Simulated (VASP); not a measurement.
Write the native input for VASP 6.6.1 that does the following.

```
Task                   : single point
Functional             : PBE
Potentials or basis    : VASP PAW PBE potentials, release 64 (Al, Ti_sv)
Cutoff                 : 500 eV
k mesh                 : 6 × 6 × 6
Occupations            : gaussian, width 0.1 eV
Spin                   : no spin polarisation
Dipole correction      : no
Further INCAR settings : ALGO = Normal; EDIFF = 1e-06; NBANDS = 14
```

The structure of TiAl lies in POSCAR:

```
TiAl
1.0
    3.1801485214      0.0000000000      0.0000000000
    0.0000000000      3.1801485214      0.0000000000
    0.0000000000      0.0000000000      3.1801485214
Al Ti
1 1
Direct
    0.0000000000      0.0000000000      0.0000000000
    0.5000000000      0.5000000000      0.5000000000
```

The input as run:

INCAR

```
SYSTEM = TiAl
PREC = Accurate
ENCUT = 500
EDIFF = 1E-6
ISMEAR = 0
SIGMA = 0.1
LREAL = .FALSE.
LASPH = .TRUE.
NELM = 120
ALGO = Normal
ISIF = 2
LWAVE = .FALSE.
LCHARG = .TRUE.
GGA = PE
LELF = .TRUE.
LVHAR = .TRUE.
NBANDS = 14
GGA_COMPAT = .FALSE.
```

KPOINTS

```
Automatic mesh
0
G
  6 6 6
  0 0 0
```

Potentials or basis: VASP PAW PBE potentials, release 64 (Al, Ti_sv).

Launch:

```sh
$ cat potpaw_PBE.64/Al/POTCAR potpaw_PBE.64/Ti_sv/POTCAR > POTCAR
$ mpirun -np 1 vasp_std > vasp.out
```

It gave:

```yaml
Pressure: 0.4 GPa
```

It took 5.8 s on 1 thread of Intel Xeon 6975P-C, with other jobs on the host, peak memory 0.14 GiB.
